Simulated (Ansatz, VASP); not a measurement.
## Ti2W in VASP and in Ansatz

Contents of INCAR:

```
  ALGO = Normal
  EDIFF = 1E-6
  EDIFFG = -0.04
  ENCUT = 600
  GGA = PE
  IBRION = 2
  ISIF = 3
  ISMEAR = 0
  LASPH = True
  LCHARG = False
  LREAL = False
  LWAVE = False
  NELM = 60
  NSW = 90
  PREC = Accurate
  SIGMA = 0.1
```

File KPOINTS:

```
k-points
0
Gamma
  4 4 4
```

Contents of POSCAR:

```
Ti2W
1.0
    3.7950092539      0.0000000000      0.0000000000
    0.0000000000      3.7950092539      0.0000000000
    0.0000000000      0.0000000000      5.7904312038
Ti W
4 2
Direct
    0.0000000000      0.0000000000      0.0000000000
    0.5000000000      0.5000000000      0.0000000000
    0.0000000000      0.5000000000      0.2700000000
    0.5000000000      0.0000000000      0.7300000000
    0.0000000000      0.5000000000      0.7000000000
    0.5000000000      0.0000000000      0.3000000000
```

Input for Ansatz:

```yaml
crystal:
  lattice:
    - [3.7950092539, 0.0, 0.0]
    - [0.0, 3.7950092539, 0.0]
    - [0.0, 0.0, 5.7904312038]
  atoms:
    - { symbol: Ti, position: [0.0, 0.0, 0.0] }
    - { symbol: Ti, position: [0.5, 0.5, 0.0] }
    - { symbol: Ti, position: [0.0, 0.5, 0.27] }
    - { symbol: Ti, position: [0.5, 0.0, 0.73] }
    - { symbol: W, position: [0.0, 0.5, 0.7] }
    - { symbol: W, position: [0.5, 0.0, 0.3] }
basis:
  ecutwfc: 420
kpoints:
  mp_grid: { grid: [4, 4, 4] }
hamiltonian:
  xc: pbe
scf:
  occupations: { method: gaussian, width: 0.1 }
  lower_state_search: "off"
output:
  forces: true
  stress: true
  eigenvalues: true
relax:
  adjacent_minimum: "off"
  f_tol: 0.04
  max_steps: 70
  cell: { stress_tol: 0.4 }
```

Alike in both runs: task relaxation of cell and atoms; functional PBE; k mesh 4 × 4 × 4; occupations gaussian, width 0.1 eV; no spin polarisation.

|  | VASP | Ansatz |
| --- | --- | --- |
| version | VASP 6.6.1 | Ansatz 0.2.0 |
| potentials or method | VASP PAW PBE potentials, release 64 (Ti_sv, W_sv), cutoff 600 eV | scalar-relativistic, plane waves, PAW |
| valence electrons in the cell | 76 | 76 |

```csv
,VASP,Ansatz,Ansatz less VASP
"gap on the k mesh at the Fermi level, each at its own relaxed structure (eV)",none,none,-
relaxed volume (Å³/atom),17.22,17.39,+0.171
relaxed cell length with the largest relative difference (Å),7.091,7.474,+0.3833
```

A gap of «none» marks a metal or a gap that the smearing closes. One of these differences is far larger than is usual between the two programs; its cause wasn't traced.

The k mesh is coarse, so the values compare programs but aren't converged. Neither program's run includes spin-orbit coupling. Noted on VASP's run: the volume moved by over 15 % at a fixed basis, so the end points are rough.
